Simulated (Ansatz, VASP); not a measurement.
One calculation of Ru, two programs

```
Ru
1.0
     2.70580    0.00000    0.00000
    -1.35290    2.34329    0.00000
     0.00000    0.00000    4.71009
Ru
2
Direct
  0.33333 0.66667 0.25000
  0.66667 0.33333 0.75000
```

Change from the starting cell: strain +0.1000 x Voigt [0, 0, 1, 0, 0, 0], atoms carried along.

Alike in both runs: task single point; functional PBE; k mesh 24 × 24 × 12; occupations gaussian, width 0.15 eV; no spin polarisation.

|  | VASP | Ansatz |
| --- | --- | --- |
| version | VASP 6.6.1 | Ansatz 0.2.0 |
| potentials or method | VASP PAW PBE potentials, release 64 (Ru_pv), cutoff 500 eV | scalar-relativistic, plane waves, PAW |
| valence electrons in the cell | 28 | 32 |

```csv
,VASP,Ansatz,Ansatz less VASP
gap on the k mesh at the Fermi level (eV),none,none,-
pressure (GPa),-18.8,-18.7,+0.08
"traceless stress, the component that is largest in VASP (GPa)",-22.48,-22.52,-0.048
```

A gap of «none» marks a metal or a gap that the smearing closes. VASP's potentials hold 28 valence electrons a cell and Ansatz's 32, so a difference there can come from the potentials and not from the codes.
